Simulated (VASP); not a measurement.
# CuO (P1) in VASP: a series of runs

The runs below take CuO through single point, with PBE.

Program: VASP 6.6.1. These are calculated values, not measurements. Logs are shortened: lines on timing, memory, paths and dates and some standing lists are left out, and cuts for length are marked.

## 1. The cell of the first run

The typed cell holds 4 atoms: a = 2.953 Å, b = 2.953 Å, c = 5.114 Å, α = 73.22°, β = 73.22°, γ = 60.00°.

## 2. Single point, PBE (9.10 Å³/atom)

Input file INCAR:

```
ALGO = Normal
EDIFF = 1E-6
ENCUT = 520
GGA = PE
ISIF = 2
ISMEAR = -1
LASPH = T
LCHARG = F
LREAL = F
LWAVE = F
NBANDS = 25
NELM = 100
PREC = Accurate
SIGMA = 0.05
```

Input file KPOINTS:

```
k-points
0
Gamma
  10 10 6
```

Input file POSCAR:

```
CuO
1.0
    0.0000000000     -2.0879543312     -2.0879543312
   -2.0879543312      0.0000000000     -2.0879543312
    2.0879543312      2.0879543312     -4.1759086624
Cu O
2 2
Direct
    0.5038875400      0.4769880100      0.4880064000
    0.0038875400      0.9769880100      0.9880064000
    0.7461124600      0.7730119900      0.7619936000
    0.2461124600      0.2730119900      0.2619936000
```

Potentials or basis: VASP PAW PBE potentials, release 64 (Cu, O).

On the command line:

```bash
cat potpaw_PBE.64/Cu/POTCAR potpaw_PBE.64/O/POTCAR > POTCAR
mpirun -np 1 vasp_std > vasp.out
```

OUTCAR:

```text
EDIFF = 1E-6
   ENCUT = 520
   GGA = PE
   ISIF = 2
   ISMEAR = -1
   LASPH = T
   LREAL = F
   NELM = 100
   PREC = Accurate

 ion  position               nearest neighbor table
   1  0.504  0.477  0.488-   4 1.91   4 2.03   3 2.05   4 2.14   3 2.16   3 2.27
   2  0.004  0.977  0.988-   3 1.91   3 2.03   4 2.05   3 2.14   4 2.16   4 2.27
   3  0.746  0.773  0.762-   2 1.91   2 2.03   1 2.05   2 2.14   1 2.16   1 2.27
   4  0.246  0.273  0.262-   1 1.91   1 2.03   2 2.05   1 2.14   2 2.16   2 2.27

  LATTYP: Found a trigonal (rhomboedric) cell.
 ALAT       =     5.1144227177
 COS(alpha) =     0.8333333333

  Lattice vectors:

 A1 = (   2.0879543312,   4.1759086624,  -2.0879543312)
 A2 = (   4.1759086624,   2.0879543312,  -2.0879543312)
 A3 = (   2.0879543312,   2.0879543312,  -4.1759086624)

Analysis of symmetry for initial positions (statically):
=====================================================================
 Subroutine PRICEL returns following result:

  LATTYP: Found a face centered cubic cell.
 ALAT       =     4.1759086624

  Lattice vectors:

 A1 = (   0.0000000000,  -2.0879543312,   2.0879543312)
 A2 = (   2.0879543312,  -2.0879543312,  -0.0000000000)
 A3 = (   2.0879543312,   0.0000000000,   2.0879543312)

   2 primitive cells build up your supercell.

 Routine SETGRP: Setting up the symmetry group for a
 trigonal (rhombohedral) supercell.

 Subroutine GETGRP returns: Found  1 space group operations
 (whereof  1 operations were pure point group operations)
 out of a pool of 12 trial point group operations.

The static configuration has the point symmetry C_1 .

Analysis of symmetry for dynamics (positions and initial velocities):
=====================================================================
 Subroutine PRICEL returns following result:

  LATTYP: Found a face centered cubic cell.
 ALAT       =     4.1759086624

  Lattice vectors:

 A1 = (   0.0000000000,  -2.0879543312,   2.0879543312)
 A2 = (   2.0879543312,  -2.0879543312,  -0.0000000000)
 A3 = (   2.0879543312,   0.0000000000,   2.0879543312)

   2 primitive cells build up your supercell.

 Routine SETGRP: Setting up the symmetry group for a
 trigonal (rhombohedral) supercell.

 Subroutine GETGRP returns: Found  1 space group operations
 (whereof  1 operations were pure point group operations)
 out of a pool of 12 trial point group operations.

The dynamic configuration has the point symmetry C_1 .

 Subroutine INISYM returns: Found  1 space group operations
 (whereof  1 operations are pure point group operations),
 and found     2 'primitive' translations

----------------------------------------------------------------------------------------

                                     Primitive cell

  volume of cell :      18.2051

  direct lattice vectors                    reciprocal lattice vectors
     0.000000000 -2.087954331  2.087954331    -0.239468839 -0.239468839  0.239468839
     2.087954331 -2.087954331 -0.000000000     0.239468839 -0.239468839 -0.239468839
     2.087954331  0.000000000  2.087954331     0.239468839  0.239468839  0.239468839

  length of vectors
     2.952813333  2.952813333  2.952813333     0.414772196  0.414772196  0.414772196

  position of ions in fractional coordinates (direct lattice)
     0.023987200  0.991893940  0.019124450
     0.476012800  0.508106060  0.480875550

  ion indices of the primitive-cell ions
   primitive index   ion index
                 1           1
                 2           4

----------------------------------------------------------------------------------------

 KPOINTS: k-points

Automatic generation of k-mesh.
 Grid dimensions read from file:
 generate k-points for:   10   10    6

 Generating k-lattice:

  Cartesian coordinates                     Fractional coordinates (reciprocal lattice)
     0.011973442 -0.035920326 -0.011973442     0.100000000  0.000000000  0.000000000
    -0.035920326  0.011973442 -0.011973442     0.000000000  0.100000000  0.000000000
     0.019955737  0.019955737 -0.019955737     0.000000000  0.000000000  0.166666667

  Length of vectors
     0.039711414  0.039711414  0.034564350

  Shift w.r.t. Gamma in fractional coordinates (k-lattice)
     0.000000000  0.000000000  0.000000000

 -----------------------------------------------------------------------------
|                                                                             |
|           W    W    AA    RRRRR   N    N  II  N    N   GGGG   !!!           |
|           W    W   A  A   R    R  NN   N  II  NN   N  G    G  !!!           |
|           W    W  A    A  R    R  N N  N  II  N N  N  G       !!!           |
|           W WW W  AAAAAA  RRRRR   N  N N  II  N  N N  G  GGG   !            |
|           WW  WW  A    A  R   R   N   NN  II  N   NN  G    G                |
|           W    W  A    A  R    R  N    N  II  N    N   GGGG   !!!           |
|                                                                             |
|     Your reciprocal lattice and k-lattice belong to different lattice       |
|     classes:                                                                |
|                                                                             |
|        The reciprocal lattice is rhombohedral (trigonal),                   |
|        whereas your k-lattice is base-centered monoclinic.                  |
|                                                                             |
|     Results are often still useful ...                                      |
|                                                                             |
 -----------------------------------------------------------------------------

 WARNING: IBZKPT: internal override: KBLOWUP is changed to .FALSE.
      ... skipping the blow-up phase ...

 Subroutine IBZKPT returns following result:
 ===========================================

 Found    304 irreducible k-points:

 Following reciprocal coordinates:
            Coordinates               Weight
  0.000000  0.000000  0.000000      1.000000
  0.100000  0.000000 -0.000000      2.000000
  0.200000  0.000000 -0.000000      2.000000
  0.300000  0.000000 -0.000000      2.000000
  0.400000  0.000000  0.000000      2.000000
  0.500000  0.000000 -0.000000      1.000000
[... 16 lines left out ...]
 -0.400000  0.200000  0.000000      2.000000
 -0.300000  0.200000  0.000000      2.000000
 [... further k-points ...]
   k-points           NKPTS =    304   k-points in BZ     NKDIM =    304   number of bands    NBANDS=     25
   number of dos      NEDOS =    301   number of ions     NIONS =      4
   total plane-waves  NPLWV =  23040
   dimension x,y,z NGX =    24 NGY =   24 NGZ =   40
   dimension x,y,z NGXF=    48 NGYF=   48 NGZF=   80
   ions per type =               2   2
   NGX,Y,Z   is equivalent  to a cutoff of  13.51, 13.51, 13.00 a.u.
   NGXF,Y,Z  is equivalent  to a cutoff of  27.02, 27.02, 26.00 a.u.
 SYSTEM =  unknown system
   PREC   = accura    normal or accurate (medium, high low for compatibility)
   ISTART =      0    job   : 0-new  1-cont  2-samecut
   ICHARG =      2    charge: 1-file 2-atom 10-const
   ISPIN  =      1    spin polarized calculation?
   LNONCOLLINEAR =      F non collinear calculations
   LSORBIT =      F    spin-orbit coupling
   LASPH  =      T    aspherical Exc in radial PAW
   ENCUT  =  520.0 eV  38.22 Ry    6.18 a.u.   5.49  5.49  9.51*2*pi/ulx,y,z
   NELM   =    100;   NELMIN=  2; NELMDL= -5     # of ELM steps
   EDIFF  = 0.1E-05   stopping-criterion for ELM
   LREAL  =      F    real-space projection
   EDIFFG = 0.1E-04   stopping-criterion for IOM
   NSW    =      0    number of steps for IOM
   IBRION =     -1    ionic relax: 0-MD 1-quasi-New 2-CG
   NFREE  =      0    steps in history (QN), initial steepest desc. (CG)
   ISIF   =      2    stress and relaxation
   ISYM   =      2    0-nonsym 1-usesym 2-fastsym
   POTIM  = 0.5000    time-step for ionic-motion
   TEBEG  =    0.0;   TEEND  =   0.0 temperature during run
   PSTRESS=    0.0 pullay stress
   NELECT =      34.0000    total number of electrons
   NUPDOWN=      -1.0000    fix difference up-down
   EMIN   =  10.00;   EMAX   =-10.00  energy-range for DOS
   EFERMI =   0.00;   METHOD = LEGACY
   ISMEAR =    -1;   SIGMA  =   0.05  broadening in eV -4-tet -1-fermi 0-gaus
   EFERMI_NEDOS =   21; number of points for ismear=-14 and -15
   IALGO  =     38    algorithm
   IMIX   =      4    mixing-type and parameters
     AMIX     =   0.40;   BMIX     =  1.00
     AMIX_MAG =   1.60;   BMIX_MAG =  1.00
  volume/ion in A,a.u.               =       9.10        61.43
  Fermi-wavevector in a.u.,A,eV,Ry     =   1.600148  3.023841 34.837357  2.560474
  Thomas-Fermi vector in A             =   2.697329
   LORBIT       =      0    0 simple, 1 ext, 2 COOP (PROOUT), +10 PAW based schemes
   GGA     = PE    functional components
   LHFCALC =     F    Hartree Fock is set to
   AEXX    =    0.0000 exact exchange contribution
   IVDW    =     0    specifies the selected vdW correction
   LEPSILON=     F    determine dielectric tensor
   LRPA    =     F    only Hartree local field effects (RPA)
 non-spin polarized calculation
  energy-cutoff  :      520.00
  volume of cell :       36.41
 maximum number of plane-waves:      1007
 NGX is ok and might be reduce to    24
   NGX = 11   NGY = 11   NGZ = 19

 number of electron      33.9999981 magnetization

 Free energy of the ion-electron system (eV)
  ---------------------------------------------------
  ext. energy  EPLUGINS =         0.00000000
  ---------------------------------------------------
  free energy    TOTEN  =       -18.73973380 eV

  energy without entropy =      -18.71501716  energy(sigma->0) =      -18.72737548

 E-fermi :   6.8228     XC(G=0): -12.6501

 val. band max:        6.8223073865   @ k =   0.1000   0.0000   0.3333
 cond. band min:       6.8241266267   @ k =  -0.2000   0.1000  -0.0000
 fundamental gap:      0.0018192402
 Fermi energy:         6.8228118629

 k-point     1 :       0.0000    0.0000    0.0000
  band No.  band energies     occupation
      1     -13.1962      2.00000
      2     -11.8189      2.00000
      3      -1.0919      2.00000
      4       1.4806      2.00000
      5       1.6559      2.00000
      6       3.1091      2.00000
[... 17 lines left out ...]
     24      24.6999      0.00000
     25      25.4567      0.00000
[... 621 lines left out ...]
      3      -0.1177      2.00000
      4       0.7014      2.00000
      5       0.9919      2.00000
      6       1.3979      2.00000
[... 17 lines left out ...]
     24      18.3982      0.00000
     25      21.0338      0.00000

 [... further k-points ...]

------------------------ aborting loop because EDIFF is reached ----------------------------------------

  FORCE on cell =-STRESS in cart. coord.  units (eV):
  Direction    XX          YY          ZZ          XY          YZ          ZX
  --------------------------------------------------------------------------------------
  -------------------------------------------------------------------------------------
  Total        2.5910356      2.8001554      4.8179439      0.0706053      0.3170499     -0.2123661
  in kB      114.0147362    123.2167474    212.0065836      3.1068847     13.9513160     -9.3448611
  external PRESSURE =     149.7460224 kB  Pullay stress =       0.0000000 kB

 VOLUME and BASIS-vectors are now :
 -----------------------------------------------------------------------------
  energy-cutoff  :      520.00
  volume of cell :       36.41
      direct lattice vectors                 reciprocal lattice vectors
     0.000000000 -2.087954331 -2.087954331     0.119734420 -0.359203259 -0.119734420
    -2.087954331  0.000000000 -2.087954331    -0.359203259  0.119734420 -0.119734420
     2.087954331  2.087954331 -4.175908662     0.119734420  0.119734420 -0.119734420

 POSITION                                       TOTAL-FORCE (eV/Angst)
 -----------------------------------------------------------------------------------
      0.02301     -0.03316     -4.08589        -0.275823      0.395982     -1.408828
      0.02301      2.05480     -6.17385        -0.275823      0.395982     -1.408828
     -0.02301      0.03316     -6.35388         0.275823     -0.395982      1.408828
     -0.02301      0.03316     -2.17797         0.275823     -0.395982      1.408828
 -----------------------------------------------------------------------------------
    total drift:                                0.000211     -0.000626     -0.000182

  FREE ENERGIE OF THE ION-ELECTRON SYSTEM (eV)
  ---------------------------------------------------
  free  energy   TOTEN  =       -18.7397337988 eV

  energy  without entropy=      -18.7150171566  energy(sigma->0) =      -18.72737548
```

It took 2.2 min on 1 thread of Intel Xeon Platinum 8488C (Sapphire Rapids), shared host; peak memory 0.33 GiB.

What came out:

| Quantity | Value |
| --- | --- |
| Free energy | -18.7397 eV |
| Pressure | 15.0 GPa |
| Largest force | 1.489 eV/Å |
| Band gap on the k mesh | zero (bands 17 and 18 overlap by 1.19 eV) |

Forces in eV/Å, atoms in the order of the input:
```
Cu  -0.276  0.396 -1.409
Cu  -0.276  0.396 -1.409
O    0.276 -0.396  1.409
O    0.276 -0.396  1.409
```

Caveat: the cell stands under pressure; semilocal functionals often make such compounds metallic where correlation or magnetic order opens a gap, which also shifts bond lengths; forces of over 1 eV/Å act on the atoms, so gaps and moduli don't describe the material at rest. With open d or f shells a metallic result of PBE can be an artefact of self-interaction; +U or a hybrid may open a gap.

[end of part 1 of 2]
